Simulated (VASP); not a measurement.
Crystal: CdTe.

```
CELL_PARAMETERS angstrom
0.00000 3.20500 3.20500
3.20500 0.00000 3.20500
3.20500 3.20500 0.00000
ATOMIC_POSITIONS crystal
Cd 0.00000 0.00000 0.00000
Te 0.25000 0.25000 0.25000
```

Base run:

```yaml
Program: VASP 6.6.1
Functional: PBEsol
Potentials_or_basis: VASP PAW PBE potentials, release 64 (Cd, Te)
Cutoff: 520 eV
k_mesh: 8 × 8 × 8
Occupations: gaussian, width 0.01 eV
Spin: no spin polarisation
```

Its results: band gap on the k mesh 0.76 eV, direct; pressure 1.9 GPa.

The run is repeated on the same cell with these changes: k mesh from 8 × 8 × 8 to 2 × 2 × 2. What comes out?

Band gap on the k mesh 0.64 eV, direct; pressure 5.9 GPa.

Caveats: some runs use coarse meshes; the PAW data sets were made with another functional, which shifts forces and pressure a little; spin-orbit coupling is left out, which moves the levels of the heavy elements.

